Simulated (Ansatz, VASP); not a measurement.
## Al: VASP beside Ansatz

File INCAR:

```
PREC = Accurate
ENCUT = 520
EDIFF = 1E-7
ISMEAR = 0
SIGMA = 0.15
LREAL = False
LASPH = True
NELM = 60
ALGO = Normal
ISIF = 2
LWAVE = False
LCHARG = False
GGA = CA
NBANDS = 8
```

KPOINTS

```
regular mesh
0
Gamma
  22 22 22
```

POSCAR

```
Al
1.0
   -1.4078488963      1.4078488963      2.0456044464
    1.4078488963     -1.4078488963      2.0456044464
    1.4078488963      1.4078488963     -2.0456044464
Al
1
Direct
    0.0000000000      0.0000000000      0.0000000000
```

Input for Ansatz:

```yaml
crystal:
  lattice:
    - [-1.4078488963, 1.4078488963, 2.0456044464]
    - [1.4078488963, -1.4078488963, 2.0456044464]
    - [1.4078488963, 1.4078488963, -2.0456044464]
  atoms:
    - { symbol: Al, position: [0.0, 0.0, 0.0] }
basis:
  ecutwfc: 420
kpoints:
  mp_grid: { grid: [22, 22, 22] }
hamiltonian:
  xc: lda
scf:
  occupations: { method: gaussian, width: 0.15 }
output:
  forces: true
  stress: true
  eigenvalues: true
```

Alike in both runs: task single point; functional LDA; k mesh 22 × 22 × 22; occupations gaussian, width 0.15 eV; no spin polarisation.

|  | VASP | Ansatz |
| --- | --- | --- |
| version | VASP 6.6.1 | Ansatz 0.2.0 |
| potentials or method | VASP PAW LDA potentials, release 64 (Al), cutoff 520 eV | scalar-relativistic, plane waves, PAW |
| valence electrons in the cell | 3 | 3 |

Ansatz gave:

| Quantity | Value |
| --- | --- |
| gap on the k mesh at the Fermi level (eV) | none |
| pressure (GPa) | -2.0 |
| traceless stress, the component that is largest in VASP (GPa) | -1.26 |

Question: What did VASP give for the same quantities?

Answer: gap on the k mesh at the Fermi level (eV): none; pressure (GPa): -1.9; traceless stress, the component that is largest in VASP (GPa): -1.27.

LDA's correlation is that of Perdew and Zunger in VASP and of Perdew and Wang (1992) in Ansatz. A gap of «none» marks a metal or a gap that the smearing closes.
